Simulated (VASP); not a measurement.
# Ti (P6/mmm) in VASP: notebook, part 2 of 3

VASP 6.6.1.

## (3) Single point, BLYP (volume scaled by 0.96)

The input, INCAR:

```
PREC     = Accurate       # precision mode
ENCUT    = 520            # plane-wave cutoff, eV
EDIFF    = 1E-6           # SCF threshold, eV
ISMEAR   = -1             # smearing method
SIGMA    = 0.1            # smearing width, eV
LREAL    = F              # projectors in reciprocal space
LASPH    = T              # aspherical terms in the spheres
NELM     = 60             # most SCF steps
ALGO     = Normal         # electronic algorithm
ISIF     = 2              # what is computed and relaxed
LWAVE    = F              # write WAVECAR
LCHARG   = F              # write CHGCAR
GGA      = B5             # functional
ALDAX    = 1.0          
AGGAX    = 1.0          
AGGAC    = 1.0          
ALDAC    = 0.0          
NBANDS   = 25             # bands
```

The input, KPOINTS:

```
regular mesh
0
Gamma
  9 9 12
```

The input, POSCAR:

```
Ti
1.0
    4.5528800908      0.0000000000      0.0000000000
   -2.2764400454      3.9429098190      0.0000000000
    0.0000000000      0.0000000000      2.8178218744
Ti
3
Direct
    0.0000000000      0.0000000000      0.0000000000
    0.3333333333      0.6666666667      0.5000000000
    0.6666666667      0.3333333333      0.5000000000
```

Potentials or basis: VASP PAW PBE potentials, release 64 (Ti_sv).

On the command line:

```
cat potpaw_PBE.64/Ti_sv/POTCAR > POTCAR
mpirun -np 1 vasp_std > vasp.out
```

OUTCAR:

```text
PREC = Accurate
   ENCUT = 520
   EDIFF = 1E-6
   ISMEAR = -1
   LREAL = F
   LASPH = T
   NELM = 60
   ISIF = 2
   GGA = B5

 ion  position               nearest neighbor table
   1  0.000  0.000  0.000-
   2  0.333  0.667  0.500-   3 2.63   3 2.63   3 2.63
   3  0.667  0.333  0.500-   2 2.63   2 2.63   2 2.63

  LATTYP: Found a hexagonal cell.
 ALAT       =     4.5528800908
 C/A-ratio  =     0.6189097490

  Lattice vectors:

 A1 = (   4.5528800908,   0.0000000000,   0.0000000000)
 A2 = (  -2.2764400454,   3.9429098190,   0.0000000000)
 A3 = (   0.0000000000,   0.0000000000,   2.8178218744)

Analysis of symmetry for initial positions (statically):
=====================================================================
 Subroutine PRICEL returns:
 Original cell was already a primitive cell.

 Routine SETGRP: Setting up the symmetry group for a
 hexagonal supercell.

 Subroutine GETGRP returns: Found 24 space group operations
 (whereof 24 operations were pure point group operations)
 out of a pool of 24 trial point group operations.

The static configuration has the point symmetry D_6h.

Analysis of symmetry for dynamics (positions and initial velocities):
=====================================================================
 Subroutine PRICEL returns:
 Original cell was already a primitive cell.

 Routine SETGRP: Setting up the symmetry group for a
 hexagonal supercell.

 Subroutine GETGRP returns: Found 24 space group operations
 (whereof 24 operations were pure point group operations)
 out of a pool of 24 trial point group operations.

The dynamic configuration has the point symmetry D_6h.

 Subroutine INISYM returns: Found 24 space group operations
 (whereof 24 operations are pure point group operations),
 and found     1 'primitive' translations

[... 112 lines left out ...]
   EFERMI_NEDOS =   21; number of points for ismear=-14 and -15
   IALGO  =     38    algorithm
   IMIX   =      4    mixing-type and parameters
     AMIX     =   0.40;   BMIX     =  1.00
     AMIX_MAG =   1.60;   BMIX_MAG =  1.00
  volume/ion in A,a.u.               =      16.86       113.79
  Fermi-wavevector in a.u.,A,eV,Ry     =   1.461628  2.762076 29.066886  2.136356
  Thomas-Fermi vector in A             =   2.577937
   LORBIT       =      0    0 simple, 1 ext, 2 COOP (PROOUT), +10 PAW based schemes
   GGA     = B5    functional components
   LHFCALC =     F    Hartree Fock is set to
   AEXX    =    0.0000 exact exchange contribution
   IVDW    =     0    specifies the selected vdW correction
   LEPSILON=     F    determine dielectric tensor
   LRPA    =     F    only Hartree local field effects (RPA)
 non-spin polarized calculation
  energy-cutoff  :      520.00
  volume of cell :       50.58
 maximum number of plane-waves:      1402
 NGX is ok and might be reduce to    36
   NGX = 17   NGY = 17   NGZ = 11

 number of electron      35.9999995 magnetization

 Free energy of the ion-electron system (eV)
  ---------------------------------------------------
  ext. energy  EPLUGINS =         0.00000000
  ---------------------------------------------------
  free energy    TOTEN  =       -20.33462759 eV

  energy without entropy =      -20.22534918  energy(sigma->0) =      -20.27998839

 E-fermi :   8.9718     XC(G=0): -11.0991

 val. band max:        8.9661164944   @ k =   0.2222  -0.0000   0.0833
 cond. band min:       8.9883928846   @ k =   0.4444  -0.0000   0.1667
 fundamental gap:      0.0222763902
 Fermi energy:         8.9718133947

 k-point     1 :       0.0000    0.0000    0.0000
  band No.  band energies     occupation
      1     -47.6314      2.00000
      2     -47.3798      2.00000
      3     -47.2053      2.00000
      4     -24.1183      2.00000
      5     -24.1183      2.00000
      6     -24.0311      2.00000
[... 661 lines left out ...]
     24      10.8544      0.00000
     25      11.7987      0.00000

 [... further k-points ...]

------------------------ aborting loop because EDIFF is reached ----------------------------------------

  FORCE on cell =-STRESS in cart. coord.  units (eV):
  Direction    XX          YY          ZZ          XY          YZ          ZX
  --------------------------------------------------------------------------------------
  -------------------------------------------------------------------------------------
  Total        1.4258043      1.4258043      1.5101870      0.0000000      0.0000000      0.0000000
  in kB       45.1599983     45.1599983     47.8326800      0.0000000      0.0000000      0.0000000
  external PRESSURE =      46.0508922 kB  Pullay stress =       0.0000000 kB

 VOLUME and BASIS-vectors are now :
 -----------------------------------------------------------------------------
  energy-cutoff  :      520.00
  volume of cell :       50.58
      direct lattice vectors                 reciprocal lattice vectors
     4.552880091  0.000000000  0.000000000     0.219641190  0.126809900  0.000000000
    -2.276440045  3.942909819  0.000000000     0.000000000  0.253619800  0.000000000
     0.000000000  0.000000000  2.817821874     0.000000000  0.000000000  0.354884036

 POSITION                                       TOTAL-FORCE (eV/Angst)
 -----------------------------------------------------------------------------------
      0.00000      0.00000      0.00000         0.000000      0.000000      0.000000
     -0.00000      2.62861      1.40891        -0.000000     -0.000000     -0.000000
      2.27644      1.31430      1.40891        -0.000000      0.000000      0.000000
 -----------------------------------------------------------------------------------
    total drift:                                0.000000      0.000000     -0.000000

  FREE ENERGIE OF THE ION-ELECTRON SYSTEM (eV)
  ---------------------------------------------------
  free  energy   TOTEN  =       -20.3346275896 eV

  energy  without entropy=      -20.2253491834  energy(sigma->0) =      -20.27998839
```

stdout:

```text
POSCAR found type information on POSCAR Ti
 POSCAR found :  1 types and       3 ions
 scaLAPACK will be used
 -----------------------------------------------------------------------------
|                                                                             |
|                                                                             |
|     You enforced a specific xc type in the INCAR file but a different       |
|     I HOPE YOU KNOW WHAT YOU ARE DOING!                                     |
|                                                                             |
 -----------------------------------------------------------------------------

 LDA part: xc-table for (Slater(with rela. corr.)+VWN5), standard interpolation
 POSCAR, INCAR and KPOINTS ok, starting setup
 FFT: planning ... GRIDC
 FFT: planning ... GRID_SOFT
 FFT: planning ... GRID
 WAVECAR not read
 entering main loop
```

Wall time 54 s (1 thread of Intel Xeon 6975P-C (Granite Rapids), shared host); peak memory 0.22 GiB.

Results:

```yaml
Free_energy: -20.3346 eV
Pressure: 4.6 GPa
Band_gap_on_the_k_mesh: zero (band 18 reaches 9.18 eV, above the bottom of band 19 at 8.90 eV)
```

Levels at points of the mesh, in eV from the Fermi level:
```
           k point  band 16  band 17  band 18  band 19  band 20  band 21
(0.00, 0.00, 0.00)    -0.63    -0.55    -0.55    -0.02     0.66     1.27
(0.00, 0.00, 0.50)    -1.64    -1.64    -1.54     1.08     1.08     1.25
```

Caveat: the cell differs from its parent crystal (volume scaled by 0.96); the PAW data sets were made with another functional, which shifts forces and pressure a little.

## (4) Single point, BLYP

This run uses another cell than the first one, of 17.56 Å³/atom, 1.087 times its volume.

The input, INCAR:

```
  PREC = Accurate
  ENCUT = 520
  EDIFF = 1E-6
  ISMEAR = -1
  SIGMA = 0.1
  LREAL = False
  LASPH = True
  NELM = 80
  ALGO = Normal
  ISIF = 2
  LWAVE = False
  LCHARG = False
  GGA = B5
  ALDAX = 1.0
  AGGAX = 1.0
  AGGAC = 1.0
  ALDAC = 0.0
  NBANDS = 25
```

KPOINTS is that of step 3.

The input, POSCAR:

```
Ti
1.0
    4.6152560623      0.0000000000      0.0000000000
   -2.3076280312      3.9969289950      0.0000000000
    0.0000000000      0.0000000000      2.8564269713
Ti
3
Direct
    0.0000000000      0.0000000000      0.0000000000
    0.3333333333      0.6666666667      0.5000000000
    0.6666666667      0.3333333333      0.5000000000
```

On the command line:

```
cat potpaw_PBE.64/Ti_sv/POTCAR > POTCAR
mpirun -np 1 vasp_std > vasp.out
```

Run time: 53 s. Hardware: 1 thread of Intel Xeon 6975P-C (Granite Rapids), shared host; peak memory 0.22 GiB.

It converged, with:

```
Free energy            : -20.3649 eV
Pressure               : 0.0 GPa
Band gap on the k mesh : zero (band 18 reaches 8.72 eV, above the bottom of band 19 at 8.48 eV)
```

Levels at points of the mesh, in eV from the Fermi level:
| k point | band 14 | band 15 | band 16 | band 17 | band 18 | band 19 | band 20 | band 21 | band 22 | band 23 |
| --- | --- | --- | --- | --- | --- | --- | --- | --- | --- | --- |
| (0.00, 0.00, 0.00) | -1.85 | -0.63 | -0.63 | -0.54 | -0.54 | -0.03 | 0.64 | 1.22 | 1.22 | 1.71 |
| (0.00, 0.00, 0.50) | -1.95 | -1.95 | -1.55 | -1.54 | -1.54 | 1.05 | 1.05 | 1.19 | 1.19 | 2.79 |

Caveat: the PAW data sets were made with another functional, which shifts forces and pressure a little.

## (5) Single point, BLYP (volume scaled by 1.04)

The input, INCAR:

```
SYSTEM = Ti
  PREC = Accurate
  ENCUT = 520
  EDIFF = 1E-6
  ISMEAR = -1
  SIGMA = 0.1
  LREAL = .False.
  LASPH = .True.
  NELM = 100
  ALGO = Normal
  ISIF = 2
  LWAVE = .False.
  LCHARG = .False.
  GGA = B5
  ALDAX = 1.0
  AGGAX = 1.0
  AGGAC = 1.0
  ALDAC = 0.0
  NBANDS = 25
```

The input, KPOINTS:

```
regular mesh
0
Gamma
  9 9 12
  0 0 0
```

The input, POSCAR:

```
Ti
1.0
    4.6759900806      0.0000000000      0.0000000000
   -2.3379950403      4.0495261976      0.0000000000
    0.0000000000      0.0000000000      2.8940158473
Ti
3
Direct
    0.0000000000      0.0000000000      0.0000000000
    0.3333333333      0.6666666667      0.5000000000
    0.6666666667      0.3333333333      0.5000000000
```

On the command line:

```
cat potpaw_PBE.64/Ti_sv/POTCAR > POTCAR
mpirun -np 1 vasp_std > vasp.out
```

It took 53 s on 1 thread of Intel Xeon 6975P-C (Granite Rapids), shared host; peak memory 0.23 GiB.

The run converged. Its results:

```yaml
Free_energy: -20.3403 eV
Pressure: -3.8 GPa
Band_gap_on_the_k_mesh: zero (band 18 reaches 8.31 eV, above the bottom of band 19 at 8.08 eV)
```

Stress tensor (GPa, compression positive):
```
-3.74  0.00  0.00
 0.00 -3.74  0.00
 0.00  0.00 -3.84
```

Levels at points of the mesh, in eV from the Fermi level:
| k point | band 14 | band 15 | band 16 | band 17 | band 18 | band 19 | band 20 | band 21 | band 22 | band 23 |
| --- | --- | --- | --- | --- | --- | --- | --- | --- | --- | --- |
| (0.00, 0.00, 0.00) | -1.75 | -0.62 | -0.62 | -0.52 | -0.52 | -0.04 | 0.62 | 1.17 | 1.17 | 1.64 |
| (0.00, 0.00, 0.50) | -1.83 | -1.83 | -1.55 | -1.46 | -1.46 | 1.02 | 1.02 | 1.12 | 1.12 | 2.65 |

Caveat: the cell differs from its parent crystal (volume scaled by 1.04); the PAW data sets were made with another functional, which shifts forces and pressure a little.

(Part 2 of 3 ends here.)
